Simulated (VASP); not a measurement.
# BaTiO3 (Amm2) in VASP: notebook, part 2 of 2

VASP 6.6.1. The steps go on from the part before.

### Step 3. Single point, PBEsol

This run uses another cell than the first one, of 12.69 Å³/atom.

INCAR

```
ALGO = Normal
EDIFF = 1E-7
ENCUT = 520
GGA = PS
ISIF = 2
ISMEAR = -1
LASPH = T
LCHARG = T
LELF = T
LREAL = F
LVHAR = T
LWAVE = F
NBANDS = 28
NELM = 60
PREC = Accurate
SIGMA = 0.02
```

KPOINTS

```
k-points
0
Gamma
  6 6 6
```

POSCAR

```
BaTiO3
1.0
    3.9496744853      0.0000000000      0.0000000000
    0.0000000000      2.8285937929      2.8389848126
    0.0000000000     -2.8285937929      2.8389848126
Ba Ti O
1 1 3
Direct
    0.0000000000      0.0070645427      0.0070645427
    0.5000000000      0.5198990379      0.5198990379
    0.0000000000      0.4914239827      0.4914239827
    0.5000000000      0.4937231267      0.9847693101
    0.5000000000      0.9847693101      0.4937231267
```

Potentials or basis: VASP PAW PBE potentials, release 64 (Ba_sv, Ti_sv, O).

Run with:

```
cat potpaw_PBE.64/Ba_sv/POTCAR potpaw_PBE.64/Ti_sv/POTCAR potpaw_PBE.64/O/POTCAR > POTCAR
mpirun -np 1 vasp_std > vasp.out
```

OUTCAR:

```text
EDIFF = 1E-7
   ENCUT = 520
   GGA = PS
   ISIF = 2
   ISMEAR = -1
   LASPH = T
   LREAL = F
   NELM = 60
   PREC = Accurate

 ion  position               nearest neighbor table
   1  0.000  0.007  0.007-   3 2.75   4 2.78   5 2.78   4 2.78   5 2.78   3 2.83   3 2.83   5 2.85
                             4 2.85   5 2.85   4 2.85   3 2.93   2 3.40   2 3.40   2 3.45   2 3.45
   2  0.500  0.520  0.520-   4 1.87   5 1.87   3 1.98   3 1.98   5 2.15   4 2.15   1 3.40   1 3.40
                             1 3.45   1 3.45   1 3.45   1 3.45   1 3.52   1 3.52
   3  0.000  0.491  0.491-   2 1.98   2 1.98   1 2.75   1 2.83   1 2.83   1 2.93
   4  0.500  0.494  0.985-   2 1.87   2 2.15   1 2.78   1 2.78   1 2.85   1 2.85
   5  0.500  0.985  0.494-   2 1.87   2 2.15   1 2.78   1 2.78   1 2.85   1 2.85

  LATTYP: Found a base centered orthorhombic cell.
 ALAT       =     5.6571875858
 B/A-ratio  =     1.0036735638
 C/A-ratio  =     0.6981692626

  Lattice vectors:

 A1 = (   0.0000000000,   2.8285937929,  -2.8389848126)
 A2 = (   0.0000000000,   2.8285937929,   2.8389848126)
 A3 = (   3.9496744853,   0.0000000000,   0.0000000000)

Analysis of symmetry for initial positions (statically):
=====================================================================
 Subroutine PRICEL returns:
 Original cell was already a primitive cell.

 Routine SETGRP: Setting up the symmetry group for a
 base centered orthorhombic supercell.

 Subroutine GETGRP returns: Found  4 space group operations
 (whereof  4 operations were pure point group operations)
 out of a pool of  8 trial point group operations.

The static configuration has the point symmetry C_2v.

Analysis of symmetry for dynamics (positions and initial velocities):
=====================================================================
 Subroutine PRICEL returns:
 Original cell was already a primitive cell.

 Routine SETGRP: Setting up the symmetry group for a
 base centered orthorhombic supercell.
[... 131 lines left out ...]
     AMIX_MAG =   1.60;   BMIX_MAG =  1.00
  volume/ion in A,a.u.               =      12.69        85.62
  Fermi-wavevector in a.u.,A,eV,Ry     =   1.403847  2.652887 26.814185  1.970787
  Thomas-Fermi vector in A             =   2.526468
   LORBIT       =      0    0 simple, 1 ext, 2 COOP (PROOUT), +10 PAW based schemes
   GGA     = PS    functional components
   LHFCALC =     F    Hartree Fock is set to
   AEXX    =    0.0000 exact exchange contribution
   IVDW    =     0    specifies the selected vdW correction
   LEPSILON=     F    determine dielectric tensor
   LRPA    =     F    only Hartree local field effects (RPA)
 non-spin polarized calculation
  energy-cutoff  :      520.00
  volume of cell :       63.43
 maximum number of plane-waves:      1743
 NGX is ok and might be reduce to    30
   NGX = 15   NGY = 15   NGZ = 15

 number of electron      40.0000001 magnetization

 Free energy of the ion-electron system (eV)
  ---------------------------------------------------
  ext. energy  EPLUGINS =         0.00000000
  ---------------------------------------------------
  free energy    TOTEN  =       -42.00175073 eV

  energy without entropy =      -42.00175073  energy(sigma->0) =      -42.00175073

 E-fermi :   4.1858     XC(G=0): -11.5610

 val. band max:        3.7698990812   @ k =   0.5000   0.5000   0.5000
 cond. band min:       5.8592283428   @ k =   0.0000   0.0000   0.0000
 fundamental gap:      2.0893292616
 Fermi energy:         4.1857852878

 k-point     1 :       0.0000    0.0000    0.0000
  band No.  band energies     occupation
      1     -52.3294      2.00000
      2     -28.7126      2.00000
      3     -28.7069      2.00000
      4     -28.6641      2.00000
      5     -20.9936      2.00000
      6     -13.0612      2.00000
[... 733 lines left out ...]
     27      11.9571      0.00000
     28      12.3754      0.00000

 [... further k-points ...]

------------------------ aborting loop because EDIFF is reached ----------------------------------------

  FORCE on cell =-STRESS in cart. coord.  units (eV):
  Direction    XX          YY          ZZ          XY          YZ          ZX
  --------------------------------------------------------------------------------------
  -------------------------------------------------------------------------------------
  Total        0.7524607      0.7756632      0.7599293      0.0000000      0.0000000      0.0000000
  in kB       19.0050699     19.5910986     19.1937054      0.0000000      0.0000000      0.0000000
  external PRESSURE =      19.2632913 kB  Pullay stress =       0.0000000 kB

 VOLUME and BASIS-vectors are now :
 -----------------------------------------------------------------------------
  energy-cutoff  :      520.00
  volume of cell :       63.43
      direct lattice vectors                 reciprocal lattice vectors
     3.949674485  0.000000000  0.000000000     0.253185422  0.000000000  0.000000000
     0.000000000  2.828593793  2.838984813     0.000000000  0.176766279  0.176119294
     0.000000000 -2.828593793  2.838984813     0.000000000 -0.176766279  0.176119294

 POSITION                                       TOTAL-FORCE (eV/Angst)
 -----------------------------------------------------------------------------------
      0.00000      0.00000      0.04011         0.000000      0.000000     -0.036734
      1.97484      0.00000      2.95197         0.000000      0.000000     -0.056503
      0.00000      0.00000      2.79029         0.000000      0.000000      0.017273
      1.97484     -1.38897      4.19742         0.000000     -0.021841      0.037982
      1.97484      1.38897      4.19742         0.000000      0.021841      0.037982
 -----------------------------------------------------------------------------------
    total drift:                                0.000000      0.000000      0.000176

  FREE ENERGIE OF THE ION-ELECTRON SYSTEM (eV)
  ---------------------------------------------------
  free  energy   TOTEN  =       -42.0017507286 eV

  energy  without entropy=      -42.0017507286  energy(sigma->0) =      -42.00175073
```

It took 91 s on 1 thread of Intel Xeon Platinum 8375C at 2.90GHz (Ice Lake), shared host; peak memory 0.23 GiB.

Results:

```
Free energy            : -42.0018 eV
Pressure               : 1.9 GPa
Largest force          : 0.057 eV/Å
Band gap on the k mesh : 2.09 eV (least direct gap 2.44 eV)
```

Forces on the atoms (eV/Å):
```
Ba   0.000  0.000 -0.037
Ti   0.000  0.000 -0.057
O    0.000  0.000  0.017
O    0.000 -0.022  0.038
O    0.000  0.022  0.038
```

Caveat: the PAW data sets were made with another functional, which shifts forces and pressure a little; spin-orbit coupling is left out, which moves the levels of the heavy elements. PBEsol gaps usually lie below the measured ones, often by a third to a half.

### Step 4. Relaxation of cell and atoms, PBE

This run uses another cell than the first one, of 12.87 Å³/atom.

INCAR

```
PREC = Accurate
ENCUT = 600
EDIFF = 1E-6
ISMEAR = -1
SIGMA = 0.02
LREAL = False
LASPH = True
NELM = 100
ALGO = Normal
ISIF = 3
LWAVE = False
LCHARG = False
GGA = PE
IBRION = 2
NSW = 80
EDIFFG = -0.005
```

KPOINTS

```
regular mesh
0
Gamma
  6 6 6
```

POSCAR

```
BaTiO3
1.0
    3.9855000000      0.0000000000      0.0000000000
    0.0000000000      2.8369000000      2.8451500000
    0.0000000000     -2.8369000000      2.8451500000
Ba Ti O
1 1 3
Direct
    0.0000000000      0.0000000000      0.0000000000
    0.5000000000      0.5124000000      0.5124000000
    0.0000000000      0.4874000000      0.4874000000
    0.5000000000      0.5052400000      0.9918400000
    0.5000000000      0.9918400000      0.5052400000
```

Run with:

```
cat potpaw_PBE.64/Ba_sv/POTCAR potpaw_PBE.64/Ti_sv/POTCAR potpaw_PBE.64/O/POTCAR > POTCAR
mpirun -np 1 vasp_std > vasp.out
```

Run time: 12 min. Hardware: 1 thread of Intel Xeon Platinum 8375C at 2.90GHz (Ice Lake), shared host; peak memory 0.27 GiB.

It converged, with:

```yaml
Free_energy: -40.0577 eV
Relaxed_volume: 13.54 Å³/atom
Relaxed_cell: a = 3.981 Å, b = 4.123 Å, c = 4.123 Å, α = 89.49°, β = 90.00°, γ = 90.00°
Space_group_after_relaxing_to_0.1_Å: Amm2 (No. 38)
Energy_gained_by_relaxing: 15.5 meV/atom
Ionic_steps: 29
Pressure_after_relaxing: 0.0 GPa
Largest_force_after_relaxing: 0.003 eV/Å
Band_gap_on_the_k_mesh: 2.34 eV (least direct gap 2.90 eV)
```

Forces in eV/Å, atoms in the order of the input:
```
Ba   0.000  0.000  0.003
Ti   0.000  0.000 -0.003
O    0.000  0.000 -0.001
O    0.000  0.000  0.001
O    0.000  0.000  0.001
```

Step by step:
```csv
step,energy change (eV),largest force (eV/Å),pressure (GPa),volume (Å³)
1,0.0000,0.2626,3.92,64.34
2,-0.0177,0.4169,-3.07,67.31
3,-0.0259,0.3179,-0.69,66.21
4,-0.0425,0.3289,-0.45,66.36
5,-0.0616,0.1624,0.74,66.71
6,-0.0690,0.1852,-0.08,67.42
7,-0.0694,0.1947,-0.32,67.66
8,-0.0739,0.1472,-0.04,67.42
9,-0.0745,0.1228,0.13,67.29
10,-0.0760,0.0715,0.13,67.35
11,-0.0769,0.0406,0.11,67.44
12,-0.0770,0.0390,0.10,67.45
13,-0.0775,0.0360,-0.13,67.61
14,-0.0775,0.0389,-0.21,67.67
15,-0.0774,0.0434,0.31,67.55
16,-0.0776,0.0171,0.05,67.61
17,-0.0776,0.0188,0.04,67.62
18,-0.0777,0.0078,0.03,67.65
19,-0.0777,0.0111,0.03,67.69
20,-0.0777,0.0080,-0.04,67.73
21,-0.0777,0.0080,-0.10,67.74
22,-0.0777,0.0080,-0.09,67.73
23,-0.0777,0.0111,0.03,67.68
24,-0.0777,0.0105,0.04,67.68
25,-0.0777,0.0089,0.01,67.69
26,-0.0777,0.0097,0.00,67.69
27,-0.0777,0.0101,-0.01,67.68
28,-0.0777,0.0103,0.00,67.68
29,-0.0777,0.0031,0.01,67.68
```

Final structure:
```xyz
5
Lattice="3.9811 0.0000 0.0000 0.0000 2.9026 2.9284 0.0000 -2.9026 2.9284" Properties=species:S:1:pos:R:3 pbc="T T T"
Ba    0.0000    0.0000    0.0640
Ti    1.9905    0.0000    3.0946
O     0.0000    0.0000    2.8568
O     1.9905   -1.3989    4.3042
O     1.9905    1.3989    4.3042
```

Levels at points of the mesh, in eV from the valence-band top:
```
           k point  band 18  band 19  band 20  band 21  band 22  band 23
(0.00, 0.00, 0.00)    -0.73    -0.64    -0.56     2.34     2.65     2.68
(0.50, 0.00, 0.00)    -1.45    -1.34    -1.21     2.75     3.58     3.86
(0.00, 0.50, 0.00)    -1.64    -1.06    -0.82     2.58     3.67     3.67
(0.50, 0.50, 0.00)    -1.00    -0.94    -0.08     3.70     3.74     4.05
(0.00, 0.50, 0.50)    -0.99    -0.88    -0.35     3.64     3.74     3.90
(0.50, 0.50, 0.50)    -0.28    -0.04     0.00     4.08     4.13     4.31
```

Caveat: spin-orbit coupling is left out, which moves the levels of the heavy elements.

### Step 5. Summary

```csv
task,level,potentials or basis,cell,cutoff (eV),gap on the mesh (eV),pressure (GPa),largest force (eV/Å)
single point,LDA,"VASP PAW LDA potentials, release 64 (Ba_sv, Ti_sv, O)","a = 3.923, b = 3.955, c = 3.955 Å, angles 89.9, 90.0, 90.0°, 5 atoms, atomic positions A",520,1.97,2.5,0.09
single point,PBEsol,"VASP PAW PBE potentials, release 64 (Ba_sv, Ti_sv, O)","a = 3.950, b = 4.008, c = 4.008 Å, angles 89.8, 90.0, 90.0°, 5 atoms, atomic positions B",520,2.09,1.9,0.06
relaxation of cell and atoms,PBE,"VASP PAW PBE potentials, release 64 (Ba_sv, Ti_sv, O)","relaxed from a = 3.986, b = 4.018, c = 4.018 Å, angles 89.8, 90.0, 90.0°, 5 atoms, atomic positions C",600,2.34,0.0,-
```

Alike in all rows: no spin polarisation; k mesh 6 × 6 × 6; smearing fermi-dirac 0.02 eV.

Caveats: spin-orbit coupling is left out, which moves the levels of the heavy elements; the PAW data sets were made with another functional, which shifts forces and pressure a little (at least some runs).

Total energies depend on the potentials used, so only differences within one code and one set of settings carry meaning.
